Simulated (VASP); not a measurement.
Input of a VASP 6.6.1 run:

Contents of POSCAR:

```
AlN
1.0
    3.1110021516      0.0000000000      0.0000000000
   -1.5555010758      2.6942068945      0.0000000000
    0.0000000000      0.0000000000      5.1024500000
Al N
2 2
Direct
    0.3333333333      0.6666666667      0.0000000000
    0.6666666667      0.3333333333      0.5000000000
    0.3333333333      0.6666666667      0.3850000000
    0.6666666667      0.3333333333      0.8850000000
```

INCAR.step1

```
  ALGO = Normal
  EDIFF = 1E-4
  ENCUT = 520
  GGA = PE
  ISMEAR = 0
  LASPH = T
  LCHARG = F
  LREAL = F
  LWAVE = T
  NBANDS = 16
  NELM = 60
  PREC = Accurate
  SIGMA = 0.05
```

Contents of INCAR.step2:

```
  ALGO = Normal
  EDIFF = 1E-7
  ENCUT = 520
  ISIF = 2
  ISMEAR = 0
  ISTART = 1
  LASPH = T
  LCHARG = F
  LMIXTAU = T
  LREAL = F
  LWAVE = F
  METAGGA = R2SCAN
  NBANDS = 16
  NELM = 60
  PREC = Accurate
  SIGMA = 0.05
```

KPOINTS

```
k-points
0
Gamma
  12 12 6
```

Potentials or basis: VASP PAW PBE potentials, release 64 (Al, N).

Command:

```console
$ cat potpaw_PBE.64/Al/POTCAR potpaw_PBE.64/N/POTCAR > POTCAR
$ cp INCAR.step1 INCAR
$ mpirun -np 1 vasp_std > vasp.out
$ cp INCAR.step2 INCAR
$ mpirun -np 1 vasp_std > vasp.out
```

**Question.** Estimate the band gap on the k mesh.

**Answer.** 4.66 eV.

**Question.** Estimate the largest force.

**Answer.** 0.397 eV/Å.

**Question.** Estimate the pressure.

**Answer.** -5.4 GPa.

Forces on the atoms (eV/Å):
```
Al   0.000  0.000  0.397
Al   0.000  0.000  0.397
N    0.000  0.000 -0.397
N    0.000  0.000 -0.397
```

Caveat: the cell differs from its parent crystal (strain +0.000 along x and y, +0.025 along z); the cell stands under tension; the PAW data sets were made with another functional, which shifts forces and pressure a little. A k mesh can miss the band edges.
